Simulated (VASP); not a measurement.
Here is a VASP 6.6.1 calculation.

The input INCAR:

```
PREC = Accurate
ENCUT = 520
EDIFF = 1E-6
ISMEAR = 0
SIGMA = 0.1
LREAL = False
LASPH = True
NELM = 60
ALGO = Fast
ISIF = 2
LWAVE = False
LCHARG = False
GGA = PE
NBANDS = 16
```

File KPOINTS:

```
Automatic mesh
0
Gamma
  14 14 14
```

File POSCAR:

```
CsPt
1.0
    0.0000000000      3.5766701851      3.5766701851
    3.5766701851      0.0000000000      3.5766701851
    3.5766701851      3.5766701851      0.0000000000
Cs Pt
1 1
Direct
    0.0000000000      0.0000000000      0.0000000000
    0.2500000000      0.2500000000      0.2500000000
```

Potentials or basis: VASP PAW PBE potentials, release 64 (Cs_sv, Pt).

Run with:

```console
$ cat potpaw_PBE.64/Cs_sv/POTCAR potpaw_PBE.64/Pt/POTCAR > POTCAR
$ mpirun -np 1 vasp_std > vasp.out
```

Question: What does it give for the pressure?

Answer: 0.3 GPa.
